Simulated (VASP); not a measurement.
# B2P3 (P-3m1) in VASP: relaxation of cell and atoms with PBE

Aim: the relaxation of cell and atoms of B2P3 with PBE.

Everything below comes from runs of VASP 6.6.1. Logs are shortened: lines on timing, memory, paths and dates and some standing lists are left out, and cuts for length are marked.

### Step 1. The cell of the first run

Symmetry: P-3m1, No. 164, trigonal system. The conventional cell has a = 3.237 Å, b = 3.237 Å, c = 14.011 Å, α = 90.00°, β = 90.00°, γ = 120.00°. Within 2.6 Å of B (site symmetry 3m) lie 4 P at 1.97 to 1.98 Å. Within 2.6 Å of B (site symmetry 3m) lie 4 P at 1.97 Å. P (site symmetry 3m) has 1 B at 1.97 Å and 3 P at 2.20 Å within 2.6 Å. Within 2.6 Å of P (site symmetry 3m) lie 4 B at 1.97 to 1.98 Å. P (site symmetry 3m) has 3 B at 1.97 Å within 2.6 Å.

### Step 2. Relaxation of cell and atoms, PBE

Contents of INCAR:

```
PREC = Accurate ; ENCUT = 600
EDIFF = 1E-7 ; ISMEAR = 0
SIGMA = 0.1 ; LREAL = False
LASPH = True ; NELM = 60
ALGO = Normal ; ISIF = 3
LWAVE = False ; LCHARG = False
GGA = PE ; IBRION = 2
NSW = 100 ; EDIFFG = -0.01
```

Contents of KPOINTS:

```
Automatic mesh
0
Gamma
  12 12 4
```

Contents of POSCAR:

```
B2P3
1.0
    3.2371024136      0.0000000000      0.0000000000
   -1.6185512068      2.8034129248      0.0000000000
    0.0000000000      0.0000000000     14.0111788025
B P
4 6
Direct
    0.3333333333      0.6666666667      0.1821025962
    0.0000000000      0.0000000000      0.3687751830
    0.6666666667      0.3333333333      0.8178974038
    0.0000000000      0.0000000000      0.6312248170
    0.3333333333      0.6666666667      0.0414979592
    0.0000000000      0.0000000000      0.2281879650
    0.6666666667      0.3333333333      0.4140033768
    0.6666666667      0.3333333333      0.9585020408
    0.0000000000      0.0000000000      0.7718120350
    0.3333333333      0.6666666667      0.5859966232
```

Potentials or basis: VASP PAW PBE potentials, release 64 (B, P).

Run with:

```sh
cat potpaw_PBE.64/B/POTCAR potpaw_PBE.64/P/POTCAR > POTCAR
mpirun -np 1 vasp_std > vasp.out
```

OUTCAR:

```text
PREC = Accurate
   ENCUT = 600
   EDIFF = 1E-7
   ISMEAR = 0
   LREAL = False
   LASPH = True
   NELM = 60
   ISIF = 3
   GGA = PE
   IBRION = 2
   NSW = 100
   EDIFFG = -0.01

 ion  position               nearest neighbor table
   1  0.333  0.667  0.182-   5 1.97   6 1.98   6 1.98   6 1.98
   2  0.000  0.000  0.369-   6 1.97   7 1.97   7 1.97   7 1.97
   3  0.667  0.333  0.818-   8 1.97   9 1.98   9 1.98   9 1.98
   4  0.000  0.000  0.631-   9 1.97  10 1.97  10 1.97  10 1.97
   5  0.333  0.667  0.041-   1 1.97   8 2.20   8 2.20   8 2.20
   6  0.000  0.000  0.228-   2 1.97   1 1.98   1 1.98   1 1.98
   7  0.667  0.333  0.414-   2 1.97   2 1.97   2 1.97
   8  0.667  0.333  0.959-   3 1.97   5 2.20   5 2.20   5 2.20
   9  0.000  0.000  0.772-   4 1.97   3 1.98   3 1.98   3 1.98
  10  0.333  0.667  0.586-   4 1.97   4 1.97   4 1.97

  LATTYP: Found a hexagonal cell.
 ALAT       =     3.2371024136
 C/A-ratio  =     4.3283087812

  Lattice vectors:

 A1 = (   3.2371024136,   0.0000000000,   0.0000000000)
 A2 = (  -1.6185512068,   2.8034129248,   0.0000000000)
 A3 = (   0.0000000000,   0.0000000000,  14.0111788025)

Analysis of symmetry for initial positions (statically):
=====================================================================
 Subroutine PRICEL returns:
 Original cell was already a primitive cell.

 Routine SETGRP: Setting up the symmetry group for a
 hexagonal supercell.

 Subroutine GETGRP returns: Found 12 space group operations
 (whereof 12 operations were pure point group operations)
 out of a pool of 24 trial point group operations.

The static configuration has the point symmetry D_3d.

Analysis of symmetry for dynamics (positions and initial velocities):
=====================================================================
 Subroutine PRICEL returns:
 Original cell was already a primitive cell.

 Routine SETGRP: Setting up the symmetry group for a
 hexagonal supercell.

 Subroutine GETGRP returns: Found 12 space group operations
 (whereof 12 operations were pure point group operations)
 out of a pool of 24 trial point group operations.

The dynamic configuration has the point symmetry D_3d.

 Subroutine INISYM returns: Found 12 space group operations
 (whereof 12 operations are pure point group operations),
 and found     1 'primitive' translations

----------------------------------------------------------------------------------------

                                     Primitive cell

  volume of cell :     127.1505

  direct lattice vectors                    reciprocal lattice vectors
     3.237102414  0.000000000  0.000000000     0.308918246  0.178354033  0.000000000
    -1.618551207  2.803412925  0.000000000     0.000000000  0.356708065  0.000000000
     0.000000000  0.000000000 14.011178802     0.000000000  0.000000000  0.071371582

  length of vectors
     3.237102414  3.237102414 14.011178802     0.356708065  0.356708065  0.071371582

  position of ions in fractional coordinates (direct lattice)
     0.333333333  0.666666667  0.182102596
     0.000000000  0.000000000  0.368775183
     0.666666667  0.333333333  0.817897404
     0.000000000  0.000000000  0.631224817
     0.333333333  0.666666667  0.041497959
     0.000000000  0.000000000  0.228187965
     0.666666667  0.333333333  0.414003377
     0.666666667  0.333333333  0.958502041
     0.000000000  0.000000000  0.771812035
     0.333333333  0.666666667  0.585996623

  ion indices of the primitive-cell ions
   primitive index   ion index
                 1           1
                 2           2
                 3           3
                 4           4
                 5           5
                 6           6
                 7           7
                 8           8
                 9           9
                10          10

----------------------------------------------------------------------------------------

 KPOINTS: Automatic mesh

Automatic generation of k-mesh.
 Grid dimensions read from file:
 generate k-points for:   12   12    4

 Generating k-lattice:

  Cartesian coordinates                     Fractional coordinates (reciprocal lattice)
     0.025743187  0.014862836  0.000000000     0.083333333  0.000000000  0.000000000
     0.000000000  0.029725672  0.000000000     0.000000000  0.083333333  0.000000000
     0.000000000  0.000000000  0.017842896     0.000000000  0.000000000  0.250000000

  Length of vectors
     0.029725672  0.029725672  0.017842896

  Shift w.r.t. Gamma in fractional coordinates (k-lattice)
     0.000000000  0.000000000  0.000000000

 Subroutine IBZKPT returns following result:
 ===========================================

 Found     69 irreducible k-points:

 Following reciprocal coordinates:
            Coordinates               Weight
  0.000000  0.000000  0.000000      1.000000
  0.083333  0.000000  0.000000      6.000000
  0.166667  0.000000  0.000000      6.000000
  0.250000  0.000000  0.000000      6.000000
  0.333333  0.000000  0.000000      6.000000
  0.416667  0.000000  0.000000      6.000000
[... 16 lines left out ...]
  0.166667  0.000000  0.250000      6.000000
  0.000000  0.166667  0.250000      6.000000
 [... further k-points ...]
   k-points           NKPTS =     69   k-points in BZ     NKDIM =     69   number of bands    NBANDS=     27
   number of dos      NEDOS =    301   number of ions     NIONS =     10
   total plane-waves  NPLWV =  87808
   dimension x,y,z NGX =    28 NGY =   28 NGZ =  112
   dimension x,y,z NGXF=    56 NGYF=   56 NGZF=  224
   ions per type =               4   6
   NGX,Y,Z   is equivalent  to a cutoff of  14.38, 14.38, 13.29 a.u.
   NGXF,Y,Z  is equivalent  to a cutoff of  28.76, 28.76, 26.58 a.u.
 SYSTEM =  unknown system
   PREC   = accura    normal or accurate (medium, high low for compatibility)
   ISTART =      0    job   : 0-new  1-cont  2-samecut
   ICHARG =      2    charge: 1-file 2-atom 10-const
   ISPIN  =      1    spin polarized calculation?
   LNONCOLLINEAR =      F non collinear calculations
   LSORBIT =      F    spin-orbit coupling
   LASPH  =      T    aspherical Exc in radial PAW
   ENCUT  =  600.0 eV  44.10 Ry    6.64 a.u.   6.47  6.47 27.98*2*pi/ulx,y,z
   NELM   =     60;   NELMIN=  2; NELMDL= -5     # of ELM steps
   EDIFF  = 0.1E-06   stopping-criterion for ELM
   LREAL  =      F    real-space projection
   EDIFFG = -.1E-01   stopping-criterion for IOM
   NSW    =    100    number of steps for IOM
   IBRION =      2    ionic relax: 0-MD 1-quasi-New 2-CG
   NFREE  =      1    steps in history (QN), initial steepest desc. (CG)
   ISIF   =      3    stress and relaxation
   ISYM   =      2    0-nonsym 1-usesym 2-fastsym
   POTIM  = 0.5000    time-step for ionic-motion
   TEBEG  =    0.0;   TEEND  =   0.0 temperature during run
   PSTRESS=    0.0 pullay stress
   NELECT =      42.0000    total number of electrons
   NUPDOWN=      -1.0000    fix difference up-down
   EMIN   =  10.00;   EMAX   =-10.00  energy-range for DOS
   EFERMI =   0.00;   METHOD = LEGACY
   ISMEAR =     0;   SIGMA  =   0.10  broadening in eV -4-tet -1-fermi 0-gaus
   EFERMI_NEDOS =   21; number of points for ismear=-14 and -15
   IALGO  =     38    algorithm
   IMIX   =      4    mixing-type and parameters
     AMIX     =   0.40;   BMIX     =  1.00
     AMIX_MAG =   1.60;   BMIX_MAG =  1.00
  volume/ion in A,a.u.               =      12.72        85.81
  Fermi-wavevector in a.u.,A,eV,Ry     =   1.131667  2.138540 17.424566  1.280669
  Thomas-Fermi vector in A             =   2.268366
   LORBIT       =      0    0 simple, 1 ext, 2 COOP (PROOUT), +10 PAW based schemes
   GGA     = PE    functional components
   LHFCALC =     F    Hartree Fock is set to
   AEXX    =    0.0000 exact exchange contribution
   IVDW    =     0    specifies the selected vdW correction
   LEPSILON=     F    determine dielectric tensor
   LRPA    =     F    only Hartree local field effects (RPA)
 conjugate gradient relaxation of ions
 non-spin polarized calculation
 Gauss-broadening in eV      SIGMA  =   0.10
  energy-cutoff  :      600.00
  volume of cell :      127.15
 maximum number of plane-waves:      4304
 NGX is ok and might be reduce to    28
   NGX = 13   NGY = 13   NGZ = 55

--------------------------------------- Ionic step        1  -------------------------------------------

 number of electron      41.9999999 magnetization

 Free energy of the ion-electron system (eV)
  ---------------------------------------------------
  ext. energy  EPLUGINS =         0.00000000
  ---------------------------------------------------
  free energy    TOTEN  =       -59.71153170 eV

  energy without entropy =      -59.69402256  energy(sigma->0) =      -59.70277713

------------------------ aborting loop because EDIFF is reached ----------------------------------------

  FORCE on cell =-STRESS in cart. coord.  units (eV):
  Direction    XX          YY          ZZ          XY          YZ          ZX
  --------------------------------------------------------------------------------------
  -------------------------------------------------------------------------------------
  Total       -0.6532967     -0.6532967      1.3469861     -0.0000000      0.0000000     -0.0000000
  in kB       -8.2319531     -8.2319531     16.9728789     -0.0000000      0.0000000     -0.0000000
  external PRESSURE =       0.1696576 kB  Pullay stress =       0.0000000 kB
[... 113 lines left out ...]
  FREE ENERGIE OF THE ION-ELECTRON SYSTEM (eV)
  ---------------------------------------------------
  free  energy   TOTEN  =       -59.7333036445 eV

  energy  without entropy=      -59.7181912732  energy(sigma->0) =      -59.72574746

[... ionic steps 4 to 12 ...]

--------------------------------------- Ionic step       13  -------------------------------------------

 number of electron      41.9999998 magnetization

------------------------ aborting loop because EDIFF is reached ----------------------------------------
[... 83 lines left out ...]
--------------------------------------- Ionic step       15  -------------------------------------------

 number of electron      41.9999999 magnetization

 Free energy of the ion-electron system (eV)
  ---------------------------------------------------
  ext. energy  EPLUGINS =         0.00000000
  ---------------------------------------------------
  free energy    TOTEN  =       -59.74599591 eV

  energy without entropy =      -59.73306267  energy(sigma->0) =      -59.73952929

 E-fermi :   7.9016     XC(G=0): -10.8642

 val. band max:        7.8933089414   @ k =   0.4167   0.0000   0.2500
 cond. band min:       7.9301241717   @ k =   0.3333   0.3333   0.0000
 fundamental gap:      0.0368152304
 Fermi energy:         7.9016252039

 k-point     1 :       0.0000    0.0000    0.0000
  band No.  band energies     occupation
      1      -9.0504      2.00000
      2      -7.3429      2.00000
      3      -7.1919      2.00000
      4      -5.7254      2.00000
      5      -5.0818      2.00000
      6      -2.4347      2.00000
[... 709 lines left out ...]
     26      11.1429      0.00000
     27      11.8364      0.00000

 [... further k-points ...]
[... 5 lines left out ...]
  --------------------------------------------------------------------------------------
  -------------------------------------------------------------------------------------
  Total       -0.0199408     -0.0199408     -0.0137329      0.0000000      0.0000000      0.0000000
  in kB       -0.2518526     -0.2518526     -0.1734467      0.0000000      0.0000000      0.0000000
  external PRESSURE =      -0.2257173 kB  Pullay stress =       0.0000000 kB
[... 25 lines left out ...]
  FREE ENERGIE OF THE ION-ELECTRON SYSTEM (eV)
  ---------------------------------------------------
  free  energy   TOTEN  =       -59.7459959091 eV

  energy  without entropy=      -59.7330626671  energy(sigma->0) =      -59.73952929

 reached required accuracy - stopping structural energy minimisation
```

Wall time 43 min (1 thread of Intel Xeon Platinum 8259CL at 2.50GHz (Skylake/Cascade Lake), shared host); peak memory 0.44 GiB.

What came out:

- Free energy: -59.7460 eV
- Relaxed volume: 12.69 Å³/atom
- Relaxed cell: a = 3.215 Å, b = 3.215 Å, c = 14.171 Å, α = 90.00°, β = 90.00°, γ = 120.00°
- Space group after relaxing (to 0.1 Å): P-3m1 (No. 164)
- Energy gained by relaxing: 3.4 meV/atom
- Ionic steps: 15
- Pressure after relaxing: 0.0 GPa
- Largest force after relaxing: 0.006 eV/Å
- Band gap on the k mesh: zero (bands 21 and 22 overlap by 2.46 eV)

Forces on the atoms (eV/Å):
```
B    0.000  0.000 -0.005
B    0.000  0.000 -0.004
B    0.000  0.000  0.005
B    0.000  0.000  0.004
P    0.000  0.000  0.001
P    0.000  0.000  0.006
P    0.000  0.000 -0.004
P    0.000  0.000 -0.001
P    0.000  0.000 -0.006
P    0.000  0.000  0.004
```

Step by step:
| step | energy change (eV) | largest force (eV/Å) | pressure (GPa) | volume (Å³) |
| --- | --- | --- | --- | --- |
| 1 | 0.0000 | 0.3628 | 0.02 | 127.15 |
| 2 | -0.0188 | 0.1428 | -0.04 | 127.17 |
| 3 | -0.0218 | 0.2146 | -0.06 | 127.18 |
| 4 | -0.0280 | 0.1186 | 0.10 | 127.10 |
| 5 | -0.0284 | 0.1036 | 0.16 | 127.07 |
| 6 | -0.0310 | 0.0867 | -0.11 | 127.30 |
| 7 | -0.0310 | 0.0914 | -0.14 | 127.33 |
| 8 | -0.0320 | 0.0678 | 0.05 | 127.18 |
| 9 | -0.0320 | 0.0701 | 0.06 | 127.17 |
| 10 | -0.0329 | 0.0592 | -0.04 | 127.18 |
| 11 | -0.0339 | 0.0430 | -0.31 | 127.22 |
| 12 | -0.0343 | 0.0318 | -0.11 | 126.96 |
| 13 | -0.0344 | 0.0280 | -0.03 | 126.86 |
| 14 | -0.0344 | 0.0160 | -0.03 | 126.85 |
| 15 | -0.0345 | 0.0056 | -0.02 | 126.85 |

Final structure:
```
B P
1.0
     3.21509    0.00000    0.00000
    -1.60754    2.78435    0.00000
     0.00000    0.00000   14.17066
B P
4 6
Direct
  0.33333 0.66667 0.18536
  0.00000 0.00000 0.37051
  0.66667 0.33333 0.81464
  0.00000 0.00000 0.62949
  0.33333 0.66667 0.04442
  0.00000 0.00000 0.23095
  0.66667 0.33333 0.41572
  0.66667 0.33333 0.95558
  0.00000 0.00000 0.76905
  0.33333 0.66667 0.58428
```

Levels at points of the mesh, in eV from the Fermi level:
| k point | band 19 | band 20 | band 21 | band 22 | band 23 | band 24 |
| --- | --- | --- | --- | --- | --- | --- |
| (0.00, 0.00, 0.00) | -0.62 | -0.62 | 0.70 | 1.93 | 1.93 | 2.10 |
| (0.50, 0.00, 0.00) | -2.46 | -2.37 | -0.70 | -0.54 | 0.09 | 1.59 |
| (0.00, 0.00, 0.50) | -0.66 | -0.66 | 1.89 | 1.91 | 1.91 | 2.18 |
| (0.50, 0.00, 0.50) | -2.48 | -2.35 | -0.85 | -0.19 | -0.06 | 1.53 |

The gap in the log of VASP goes by the Fermi energy; the results here count the filled bands.